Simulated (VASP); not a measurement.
# SiC (P6_3mc) in VASP: relaxation of the atoms with PBE

Aim: the relaxation of the atoms of SiC with PBE.

Everything below comes from runs of VASP 6.6.1. Logs are shortened: lines on timing, memory, paths and dates and some standing lists are left out, and cuts for length are marked.

## (1) The cell of the first run

It takes space group P6_3mc (No. 186, hexagonal). Conventional cell: a = 3.079 Å, b = 3.079 Å, c = 20.146 Å, α = 90.00°, β = 90.00°, γ = 120.00°. Within 2.5 Å of Si (site symmetry 3m) lie 4 C at 1.88 to 1.89 Å. Within 2.5 Å of Si (site symmetry 3m) lie 4 C at 1.88 to 1.89 Å. Within 2.5 Å of Si (site symmetry 3m) lie 4 C at 1.88 to 1.89 Å. Si (site symmetry 3m) has 4 C at 1.88 to 1.89 Å within 2.5 Å. C (site symmetry 3m) has 4 Si at 1.88 to 1.89 Å within 2.5 Å. Within 2.5 Å of C (site symmetry 3m) lie 4 Si at 1.88 to 1.89 Å. Within 2.5 Å of C (site symmetry 3m) lie 4 Si at 1.88 to 1.89 Å. Within 2.5 Å of C (site symmetry 3m) lie 4 Si at 1.88 to 1.89 Å.

## (2) Relaxation of the atoms, PBE

INCAR

```
SYSTEM = SiC
  PREC = Accurate
  ENCUT = 520
  EDIFF = 1E-7
  ISMEAR = -1
  SIGMA = 0.02
  LREAL = Auto
  LASPH = .True.
  NELM = 60
  ALGO = Normal
  ISIF = 2
  LWAVE = .False.
  LCHARG = .False.
  GGA = PE
  IBRION = 2
  NSW = 80
  EDIFFG = -0.02
  KPAR = 4
```

KPOINTS

```
Automatic mesh
0
Gamma
  10 10 2
  0 0 0
```

POSCAR

```
SiC
1.0
    3.0790000000      0.0000000000      0.0000000000
   -1.5395000000      2.6664922183      0.0000000000
    0.0000000000      0.0000000000     20.1460000000
Si C
8 8
Direct
    0.3333333333      0.6666666667      0.2500000000
    0.6666666667      0.3333333333      0.7500000000
    0.3333333333      0.6666666667      0.6250000000
    0.6666666667      0.3333333333      0.1250000000
    0.0000000000      0.0000000000      0.0000000000
    0.0000000000      0.0000000000      0.5000000000
    0.3333333333      0.6666666667      0.8750000000
    0.6666666667      0.3333333333      0.3750000000
    0.3333333333      0.6666666667      0.9690000000
    0.6666666667      0.3333333333      0.4690000000
    0.0000000000      0.0000000000      0.0940000000
    0.0000000000      0.0000000000      0.5940000000
    0.3333333333      0.6666666667      0.3440000000
    0.6666666667      0.3333333333      0.8440000000
    0.3333333333      0.6666666667      0.7190000000
    0.6666666667      0.3333333333      0.2190000000
```

Potentials or basis: VASP PAW PBE potentials, release 64 (Si, C).

Launch:

```bash
$ cat potpaw_PBE.64/Si/POTCAR potpaw_PBE.64/C/POTCAR > POTCAR
$ mpirun -np 4 vasp_std > vasp.out
```

OUTCAR:

```text
SYSTEM = SiC
   PREC = Accurate
   ENCUT = 520
   EDIFF = 1E-7
   ISMEAR = -1
   LREAL = Auto
   LASPH = .True.
   NELM = 60
   ISIF = 2
   GGA = PE
   IBRION = 2
   NSW = 80
   EDIFFG = -0.02

 ion  position               nearest neighbor table
   1  0.333  0.667  0.250-  16 1.88  16 1.88  16 1.88  13 1.89   8 3.08   4 3.08   4 3.08   8 3.08
                             8 3.08   4 3.08
   2  0.667  0.333  0.750-  15 1.88  15 1.88  15 1.88  14 1.89   3 3.08   7 3.08   7 3.08   3 3.08
                             7 3.08   3 3.08
   3  0.333  0.667  0.625-  12 1.88  12 1.88  12 1.88  15 1.89   6 3.08   2 3.08   2 3.08   6 3.08
                             6 3.08   2 3.08
   4  0.667  0.333  0.125-  11 1.88  11 1.88  11 1.88  16 1.89   5 3.08   1 3.08   1 3.08   5 3.08
                             5 3.08   1 3.08
   5  0.000  0.000  0.000-   9 1.88   9 1.88   9 1.88  11 1.89   7 3.08   4 3.08   7 3.08   4 3.08
                             7 3.08   4 3.08
   6  0.000  0.000  0.500-  10 1.88  10 1.88  10 1.88  12 1.89   8 3.08   3 3.08   8 3.08   3 3.08
                             3 3.08   8 3.08
   7  0.333  0.667  0.875-  14 1.88  14 1.88  14 1.88   9 1.89   2 3.08   5 3.08   2 3.08   5 3.08
                             5 3.08   2 3.08
   8  0.667  0.333  0.375-  13 1.88  13 1.88  13 1.88  10 1.89   6 3.08   1 3.08   1 3.08   6 3.08
                             6 3.08   1 3.08
   9  0.333  0.667  0.969-   5 1.88   5 1.88   5 1.88   7 1.89
  10  0.667  0.333  0.469-   6 1.88   6 1.88   6 1.88   8 1.89
  11  0.000  0.000  0.094-   4 1.88   4 1.88   4 1.88   5 1.89
  12  0.000  0.000  0.594-   3 1.88   3 1.88   3 1.88   6 1.89
  13  0.333  0.667  0.344-   8 1.88   8 1.88   8 1.88   1 1.89
  14  0.667  0.333  0.844-   7 1.88   7 1.88   7 1.88   2 1.89
  15  0.333  0.667  0.719-   2 1.88   2 1.88   2 1.88   3 1.89
  16  0.667  0.333  0.219-   1 1.88   1 1.88   1 1.88   4 1.89

  LATTYP: Found a hexagonal cell.
 ALAT       =     3.0790000000
 C/A-ratio  =     6.5430334524

  Lattice vectors:

 A1 = (   3.0790000000,   0.0000000000,   0.0000000000)
 A2 = (  -1.5395000000,   2.6664922183,   0.0000000000)
 A3 = (   0.0000000000,   0.0000000000,  20.1460000000)

Analysis of symmetry for initial positions (statically):
=====================================================================
 Subroutine PRICEL returns:
 Original cell was already a primitive cell.

 Routine SETGRP: Setting up the symmetry group for a
 hexagonal supercell.

 Subroutine GETGRP returns: Found 12 space group operations
 (whereof  6 operations were pure point group operations)
 out of a pool of 24 trial point group operations.

The static configuration has the point symmetry C_3v.
 The point group associated with its full space group is C_6v.

[... 153 lines left out ...]
   NUPDOWN=      -1.0000    fix difference up-down
   EMIN   =  10.00;   EMAX   =-10.00  energy-range for DOS
   EFERMI =   0.00;   METHOD = LEGACY
   ISMEAR =    -1;   SIGMA  =   0.02  broadening in eV -4-tet -1-fermi 0-gaus
   EFERMI_NEDOS =   21; number of points for ismear=-14 and -15
   IALGO  =     38    algorithm
   IMIX   =      4    mixing-type and parameters
     AMIX     =   0.40;   BMIX     =  1.00
     AMIX_MAG =   1.60;   BMIX_MAG =  1.00
  volume/ion in A,a.u.               =      10.34        69.76
  Fermi-wavevector in a.u.,A,eV,Ry     =   1.192949  2.254347 19.362823  1.423127
  Thomas-Fermi vector in A             =   2.328975
   LORBIT       =      0    0 simple, 1 ext, 2 COOP (PROOUT), +10 PAW based schemes
   GGA     = PE    functional components
   LHFCALC =     F    Hartree Fock is set to
   AEXX    =    0.0000 exact exchange contribution
   IVDW    =     0    specifies the selected vdW correction
   LEPSILON=     F    determine dielectric tensor
   LRPA    =     F    only Hartree local field effects (RPA)
 conjugate gradient relaxation of ions
 non-spin polarized calculation
  energy-cutoff  :      520.00
  volume of cell :      165.40
 maximum number of plane-waves:      4492
 NGX is ok and might be reduce to    24
   NGX = 11   NGY = 11   NGZ = 75

--------------------------------------- Ionic step        1  -------------------------------------------

 number of electron      63.9999999 magnetization

 Free energy of the ion-electron system (eV)
  ---------------------------------------------------
  ext. energy  EPLUGINS =         0.00000000
  ---------------------------------------------------
  free energy    TOTEN  =      -120.47394756 eV

  energy without entropy =     -120.47394756  energy(sigma->0) =     -120.47394756

------------------------ aborting loop because EDIFF is reached ----------------------------------------

  FORCE on cell =-STRESS in cart. coord.  units (eV):
  Direction    XX          YY          ZZ          XY          YZ          ZX
  --------------------------------------------------------------------------------------
  -------------------------------------------------------------------------------------
  Total        3.7238289      3.7238289      2.9514484      0.0000000      0.0000000      0.0000000
  in kB       36.0712719     36.0712719     28.5895245      0.0000000      0.0000000      0.0000000
  external PRESSURE =      33.5773561 kB  Pullay stress =       0.0000000 kB
[... 137 lines left out ...]
--------------------------------------- Ionic step        4  -------------------------------------------

 number of electron      63.9999998 magnetization

 Free energy of the ion-electron system (eV)
  ---------------------------------------------------
  ext. energy  EPLUGINS =         0.00000000
  ---------------------------------------------------
  free energy    TOTEN  =      -120.47571412 eV

  energy without entropy =     -120.47571412  energy(sigma->0) =     -120.47571412

 E-fermi :   8.5530     XC(G=0): -11.3585

 val. band max:        8.1533998981   @ k =   0.0000   0.0000   0.0000
 cond. band min:       9.9202939210   @ k =   0.5000   0.0000   0.0000
 fundamental gap:      1.7668940230
 Fermi energy:         8.5530146917

 k-point     1 :       0.0000    0.0000    0.0000
  band No.  band energies     occupation
      1      -7.2997      2.00000
      2      -7.0148      2.00000
      3      -6.9745      2.00000
      4      -6.1128      2.00000
      5      -6.0945      2.00000
      6      -4.7637      2.00000
[... 1045 lines left out ...]
     40      13.4168      0.00000
     41      13.9361      0.00000

 [... further k-points ...]

------------------------ aborting loop because EDIFF is reached ----------------------------------------

  FORCE on cell =-STRESS in cart. coord.  units (eV):
  Direction    XX          YY          ZZ          XY          YZ          ZX
  --------------------------------------------------------------------------------------
  -------------------------------------------------------------------------------------
  Total        3.5824039      3.5824039      3.2800752      0.0000000      0.0000000      0.0000000
  in kB       34.7013435     34.7013435     31.7728039      0.0000000      0.0000000      0.0000000
  external PRESSURE =      33.7251636 kB  Pullay stress =       0.0000000 kB
[... 31 lines left out ...]
  FREE ENERGIE OF THE ION-ELECTRON SYSTEM (eV)
  ---------------------------------------------------
  free  energy   TOTEN  =      -120.4757141170 eV

  energy  without entropy=     -120.4757141170  energy(sigma->0) =     -120.47571412

 reached required accuracy - stopping structural energy minimisation
```

OSZICAR:

```text
N       E                     dE             d eps       ncg     rms          rms(c)
DAV:   1     0.199694008539E+03    0.19969E+03   -0.29424E+04  2296   0.140E+03
DAV:   2    -0.117033219262E+03   -0.31673E+03   -0.30144E+03  2997   0.238E+02
DAV:   3    -0.134954296166E+03   -0.17921E+02   -0.17795E+02  2789   0.572E+01
DAV:   4    -0.135319928516E+03   -0.36563E+00   -0.36455E+00  2824   0.900E+00
[... 33 lines left out ...]
DAV:   2    -0.120475719877E+03   -0.13055E-04   -0.29113E-04  2992   0.817E-02    0.171E-02
DAV:   3    -0.120475715769E+03    0.41078E-05   -0.14246E-05  2878   0.191E-02    0.100E-02
DAV:   4    -0.120475714333E+03    0.14356E-05   -0.93616E-06  2798   0.128E-02    0.399E-03
DAV:   5    -0.120475714182E+03    0.15156E-06   -0.54505E-07  2632   0.519E-03    0.240E-03
DAV:   6    -0.120475714117E+03    0.64816E-07   -0.52031E-07  2639   0.551E-03
   4 F= -.12047571E+03 E0= -.12047571E+03  d E =-.104743E-03
```

Run time: 4.3 min. Hardware: 4 MPI ranks of Oxide Virtual Turin-like, shared host; peak memory 0.33 GiB.

Results:

```yaml
Free_energy: -120.4757 eV
Energy_gained_by_relaxing: 0.1 meV/atom
Ionic_steps: 4
Pressure_after_relaxing: 3.4 GPa
Largest_force_after_relaxing: 0.018 eV/Å
Band_gap_on_the_k_mesh: 1.77 eV (least direct gap 2.86 eV)
```

Forces in eV/Å, atoms in the order of the input:
```
Si   0.000  0.000 -0.005
Si   0.000  0.000 -0.005
Si   0.000  0.000 -0.003
Si   0.000  0.000 -0.003
Si   0.000  0.000  0.003
Si   0.000  0.000  0.003
Si   0.000  0.000 -0.004
Si   0.000  0.000 -0.004
C    0.000  0.000  0.015
C    0.000  0.000  0.015
C    0.000  0.000 -0.018
C    0.000  0.000 -0.018
C    0.000  0.000  0.011
C    0.000  0.000  0.011
C    0.000  0.000  0.001
C    0.000  0.000  0.001
```

The path:
```csv
step,energy change (eV),largest force (eV/Å),pressure (GPa)
1,0.0000,0.1485,3.36
2,-0.0008,0.0950,3.38
3,-0.0017,0.0281,3.36
4,-0.0018,0.0180,3.37
```

Final structure:
```cif
data_structure
_symmetry_space_group_name_H-M 'P 1'
_symmetry_Int_Tables_number 1
_cell_length_a 3.0790
_cell_length_b 3.0790
_cell_length_c 20.1460
_cell_angle_alpha 90.000
_cell_angle_beta 90.000
_cell_angle_gamma 120.000
_cell_volume 165.40
loop_
_atom_site_label
_atom_site_type_symbol
_atom_site_fract_x
_atom_site_fract_y
_atom_site_fract_z
_atom_site_occupancy
Si1 Si 0.33333 0.66667 0.25011 1
Si2 Si 0.66667 0.33333 0.75011 1
Si3 Si 0.33333 0.66667 0.62504 1
Si4 Si 0.66667 0.33333 0.12504 1
Si5 Si 0.00000 0.00000 0.00010 1
Si6 Si 0.00000 0.00000 0.50010 1
Si7 Si 0.33333 0.66667 0.87516 1
Si8 Si 0.66667 0.33333 0.37516 1
C1 C 0.33333 0.66667 0.96888 1
C2 C 0.66667 0.33333 0.46888 1
C3 C 0.00000 0.00000 0.09391 1
C4 C 0.00000 0.00000 0.59391 1
C5 C 0.33333 0.66667 0.34406 1
C6 C 0.66667 0.33333 0.84406 1
C7 C 0.33333 0.66667 0.71875 1
C8 C 0.66667 0.33333 0.21875 1
```

Levels at points of the mesh, in eV from the valence-band top:
```
           k point  band 28  band 29  band 30  band 31  band 32  band 33  band 34  band 35  band 36  band 37
(0.00, 0.00, 0.00)    -0.18    -0.18    -0.03     0.00     0.00     5.22     5.29     5.62     5.88     6.08
(0.50, 0.00, 0.00)    -1.79    -1.54    -1.50    -1.41    -1.09     1.77     1.96     2.86     3.11     3.84
(0.00, 0.00, 0.50)    -0.41    -0.05    -0.05    -0.05    -0.05     5.25     5.25     5.72     5.72     6.29
(0.50, 0.00, 0.50)    -1.93    -1.63    -1.63    -1.21    -1.21     1.89     1.89     2.91     2.91     4.21
```

A k mesh can miss the band edges.
